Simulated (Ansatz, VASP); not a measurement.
## TiAl3: VASP beside Ansatz

```
Ti Al
1.0
     2.84699    0.00000    0.00000
     0.00000    2.84699    0.00000
     0.00000    0.00000    8.17028
Ti Al
1 3
Direct
  0.00000 0.00000 0.50000
  0.50000 0.50000 0.00000
  0.50000 0.50000 0.50000
  0.00000 0.00000 0.00000
```

Alike in both runs: task relaxation of cell and atoms; functional PBE; k mesh 6 × 6 × 2; occupations gaussian, width 0.1 eV; no spin polarisation.

```csv
,VASP,Ansatz
version,VASP 6.6.1,Ansatz 0.2.0
potentials or method,"VASP PAW PBE potentials, release 64 (Ti_sv, Al), cutoff 600 eV","scalar-relativistic, plane waves, PAW"
valence electrons in the cell,21,21
```

|  | VASP | Ansatz | Ansatz less VASP |
| --- | --- | --- | --- |
| gap on the k mesh at the Fermi level, each at its own relaxed structure (eV) | none | none | - |
| relaxed volume (Å³/atom) | 19.65 | 19.78 | +0.128 |
| relaxed cell length with the largest relative difference (Å) | 3.826 | 3.839 | +0.0134 |

A gap of «none» marks a metal or a gap that the smearing closes.

The k mesh is coarse, so the values compare programs but aren't converged. Noted on VASP's run: the volume moved by over 15 % at a fixed basis, so the end points are rough.
